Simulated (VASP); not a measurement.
Write the native input for VASP 6.6.1 that does the following.

| Quantity | Value |
| --- | --- |
| Task | single point |
| Functional | LDA |
| Potentials or basis | VASP PAW LDA potentials, release 64 (Au_sv_GW) |
| Cutoff | 540 eV |
| k mesh | 11 × 11 × 11 |
| Occupations | fermi-dirac, width 0.05 eV |
| Spin | non-collinear spin, zero start, spin-orbit coupling |
| Starting moments | [[0.0, 0.0, 0.0]] μB |
| Dipole correction | no |
| Further INCAR settings | ALGO = Normal; EDIFF = 1e-06; NBANDS = 30 |

The structure of Au lies in POSCAR:

```
Au
1.0
    0.0000000000      1.9934577312      1.9934577312
    1.9934577312      0.0000000000      1.9934577312
    1.9934577312      1.9934577312      0.0000000000
Au
1
Direct
    0.0000000000      0.0000000000      0.0000000000
```

These files were run (other wordings do the same):

INCAR

```
ALGO = Normal ; EDIFF = 1E-6
ENCUT = 540 ; GGA_COMPAT = F
ISIF = 2 ; ISMEAR = -1
LASPH = T ; LCHARG = F
LMAXMIX = 4 ; LORBIT = 11
LORBMOM = T ; LREAL = F
LSORBIT = T ; LWAVE = F
MAGMOM = 0 0 0 ; NBANDS = 30
NELM = 200 ; PREC = Accurate
SIGMA = 0.05
```

KPOINTS

```
k-points
0
Gamma
  11 11 11
```

Potentials or basis: VASP PAW LDA potentials, release 64 (Au_sv_GW).

Launch:

```sh
$ cat potpaw_LDA.64/Au_sv_GW/POTCAR > POTCAR
$ mpirun -np 1 vasp_ncl > vasp.out
```

Results of the run:

```json
{"Pressure": "10.3 GPa", "Net moment": "0.00 μB per cell", "Valence electrons inside the program's atomic spheres": "Au 17.55"}
```

Caveat: the cell stands under pressure.

It took 37 s on 1 thread of Intel(R) Xeon(R) 6975P-C (Granite Rapids) (shared host), peak memory 0.2 GiB.
